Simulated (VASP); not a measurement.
Write the native input for VASP 6.6.1 that does the following.

| Item | Value |
| --- | --- |
| Task | single point |
| Functional | LDA |
| Potentials or basis | VASP PAW LDA potentials, release 64 (C) |
| Cutoff | 600 eV |
| k mesh | 12 × 12 × 12 |
| Occupations | gaussian, width 0.02 eV |
| Spin | no spin polarisation |
| Dipole correction | no |
| Further INCAR settings | ALGO = Normal; EDIFF = 1e-06; NBANDS = 11 |

The structure of C lies in POSCAR:

```
C
1.0
    0.0000000000      1.7657234643      1.7657234643
    1.7657234643      0.0000000000      1.7657234643
    1.7657234643      1.7657234643      0.0000000000
C
2
Direct
    0.0000000000      0.0000000000      0.0000000000
    0.2500000000      0.2500000000      0.2500000000
```

One way to write it, as run:

INCAR

```
  ALGO = Normal
  EDIFF = 1E-6
  ENCUT = 600
  GGA_COMPAT = F
  ISIF = 2
  ISMEAR = 0
  LASPH = T
  LCHARG = F
  LREAL = F
  LWAVE = F
  NBANDS = 11
  NELM = 120
  PREC = Accurate
  SIGMA = 0.02
```

KPOINTS

```
k-points
0
Gamma
  12 12 12
```

Potentials or basis: VASP PAW LDA potentials, release 64 (C).

The run is started by

```bash
$ cat potpaw_LDA.64/C/POTCAR > POTCAR
$ mpirun -np 1 vasp_std > vasp.out
```

Results of the run:

The pressure is 0.9 GPa. The band gap on the k mesh is 4.20 eV, indirect (least direct gap 5.63 eV).

Wall time 3.3 s on 1 thread of Intel(R) Xeon(R) 6975P-C (Granite Rapids), on a shared host, peak memory 0.11 GiB.
